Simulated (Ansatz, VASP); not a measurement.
This is a calculation of Sb for Ansatz 0.2.0.

The input input.yaml:

```yaml
crystal:
  lattice:
    - [-3.9477424451, 3.9477424451, 1.9841386384]
    - [3.9477424451, -3.9477424451, 1.9841386384]
    - [3.9477424451, 3.9477424451, -1.9841386384]
  atoms:
    - { symbol: Sb, position: [0.65126306, 0.15126306, 0.80252612] }
    - { symbol: Sb, position: [0.15126306, 0.34873694, 0.5] }
    - { symbol: Sb, position: [0.34873694, 0.84873694, 0.19747388] }
    - { symbol: Sb, position: [0.84873694, 0.65126306, 0.5] }
kpoints:
  mp_grid: { grid: [7, 7, 7] }
scf:
  occupations: { method: fermi_dirac, width: 0.05 }
hamiltonian:
  xc: lda
  pseudopotentials: { kind: all_electron, lapw: { basis_error: 0.002 } }
output:
  forces: true
  stress: true
  eigenvalues: true
```

Potentials or basis: all-electron LAPW, scalar-relativistic.

Command:

```sh
$ ansatz run input.yaml --threads 2 --pin off --max-ram 8192MiB --backend cpu --events-out ev --progress --plain --runs-dir out
```

Translate it to VASP 6.6.1. Potentials there: VASP PAW LDA potentials, release 64 (Sb).

As run (the cutoff follows the program's own potentials):

File INCAR:

```
SYSTEM = Sb
PREC = Accurate ; ENCUT = 520
EDIFF = 1E-7 ; ISMEAR = -1
SIGMA = 0.05 ; LREAL = .FALSE.
LASPH = .TRUE. ; NELM = 100
ALGO = Normal ; ISIF = 2
LWAVE = .FALSE. ; LCHARG = .FALSE.
NBANDS = 18
```

The input KPOINTS:

```
regular mesh
0
G
  7 7 7
  0 0 0
```

The input POSCAR:

```
Sb
1.0
   -3.9477424451      3.9477424451      1.9841386384
    3.9477424451     -3.9477424451      1.9841386384
    3.9477424451      3.9477424451     -1.9841386384
Sb
4
Direct
    0.6512630600      0.1512630600      0.8025261200
    0.1512630600      0.3487369400      0.5000000000
    0.3487369400      0.8487369400      0.1974738800
    0.8487369400      0.6512630600      0.5000000000
```

Potentials or basis: VASP PAW LDA potentials, release 64 (Sb).

Launch:

```console
$ cat potpaw_LDA.64/Sb/POTCAR > POTCAR
$ mpirun -np 1 vasp_std > vasp.out
```

Both were run:

|  | VASP | Ansatz | Ansatz less VASP |
| --- | --- | --- | --- |
| gap on the k mesh at the Fermi level (eV) | none | none | - |
| pressure (GPa) | 1.8 | 1.6 | -0.18 |
| traceless stress, the component that is largest in VASP (GPa) | 0.77 | 0.71 | -0.057 |
| rms of the force components (eV/Å) | 0.034 | 0.035 | +0.0016 |

LDA's correlation is that of Perdew and Zunger in VASP and of Perdew and Wang (1992) in Ansatz. Atom by atom the forces differ by 0.002 eV/Å (rms over components). A gap of «none» marks a metal or a gap that the smearing closes. Ansatz ran all-electron here, and VASP with PAW potentials.

Spin-orbit coupling is off throughout.
